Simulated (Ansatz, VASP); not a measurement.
Two plane-wave programs on Be5Te

The input INCAR:

```
SYSTEM = Be5Te
PREC = Accurate
ENCUT = 520
EDIFF = 1E-7
ISMEAR = 0
SIGMA = 0.2
LREAL = .False.
LASPH = .True.
NELM = 100
ALGO = Normal
ISIF = 2
LWAVE = .False.
LCHARG = .True.
GGA = PE
LELF = .True.
LVHAR = .True.
NBANDS = 28
```

Contents of KPOINTS:

```
regular mesh
0
Gamma
  6 6 2
  0 0 0
```

POSCAR

```
Be5Te
1.0
    4.0126790510      0.0000000000      0.0000000000
   -2.0063395255      3.4750819954      0.0000000000
    0.0000000000      0.0000000000     13.9197496785
Be Te
10 2
Direct
    0.3333333333      0.6666666667      0.0190658967
    0.3331585193      0.3250880416      0.8894767445
    0.0000000000      1.0000000000      0.0204120275
    0.9919295223      0.6668414807      0.8894767445
    0.6666666667      0.3333333333      0.0202885142
    0.8555045069      0.6666472005      0.1484323695
    0.3333527995      0.1888573064      0.1484323695
    0.8111426936      0.1444954931      0.1484323695
    0.6749119584      0.0080704777      0.8894767445
    0.3333333333      0.6666666667      0.5757429223
    0.6666666667      0.3333333333      0.5609186842
    0.3333333333      0.6666666667      0.2638446129
```

Input for Ansatz:

```yaml
crystal:
  lattice:
    - [4.012679051, 0.0, 0.0]
    - [-2.0063395255, 3.4750819954, 0.0]
    - [0.0, 0.0, 13.9197496785]
  atoms:
    - { symbol: Be, position: [0.3333333333, 0.6666666667, 0.0190658967] }
    - { symbol: Be, position: [0.3331585193, 0.3250880416, 0.8894767445] }
    - { symbol: Be, position: [0.0, 1.0, 0.0204120275] }
    - { symbol: Be, position: [0.9919295223, 0.6668414807, 0.8894767445] }
    - { symbol: Be, position: [0.6666666667, 0.3333333333, 0.0202885142] }
    - { symbol: Be, position: [0.8555045069, 0.6666472005, 0.1484323695] }
    - { symbol: Be, position: [0.3333527995, 0.1888573064, 0.1484323695] }
    - { symbol: Be, position: [0.8111426936, 0.1444954931, 0.1484323695] }
    - { symbol: Be, position: [0.6749119584, 0.0080704777, 0.8894767445] }
    - { symbol: Be, position: [0.3333333333, 0.6666666667, 0.5757429223] }
    - { symbol: Te, position: [0.6666666667, 0.3333333333, 0.5609186842] }
    - { symbol: Te, position: [0.3333333333, 0.6666666667, 0.2638446129] }
basis:
  ecutwfc: 420
kpoints:
  mp_grid: { grid: [6, 6, 2] }
hamiltonian:
  xc: pbe
scf:
  occupations: { method: gaussian, width: 0.2 }
  lower_state_search: "off"
output:
  forces: true
  stress: true
  eigenvalues: true
```

Alike in both runs: task single point; functional PBE; k mesh 6 × 6 × 2; occupations gaussian, width 0.2 eV; no spin polarisation.

```csv
,VASP,Ansatz
version,VASP 6.6.1,Ansatz 0.2.0
potentials or method,"VASP PAW PBE potentials, release 64 (Be, Te), cutoff 520 eV","scalar-relativistic, plane waves, PAW"
valence electrons in the cell,32,52
```

Ansatz gave:

| Quantity | Value |
| --- | --- |
| gap on the k mesh at the Fermi level (eV) | 0.57 |
| least direct gap on the mesh (eV) | 0.78 |
| pressure (GPa) | 0.0 |
| traceless stress, the component that is largest in VASP (GPa) | 0.18 |
| rms of the force components (eV/Å) | 0.015 |

**Question.** Which values does VASP return?

**Answer.** gap on the k mesh at the Fermi level (eV): 0.58; least direct gap on the mesh (eV): 0.78; pressure (GPa): 0.1; traceless stress, the component that is largest in VASP (GPa): 0.17; rms of the force components (eV/Å): 0.017.

Atom by atom the forces differ by 0.007 eV/Å (rms over components). VASP's potentials hold 32 valence electrons a cell and Ansatz's 52, so a difference there can come from the potentials and not from the codes.

Neither program's run includes spin-orbit coupling.
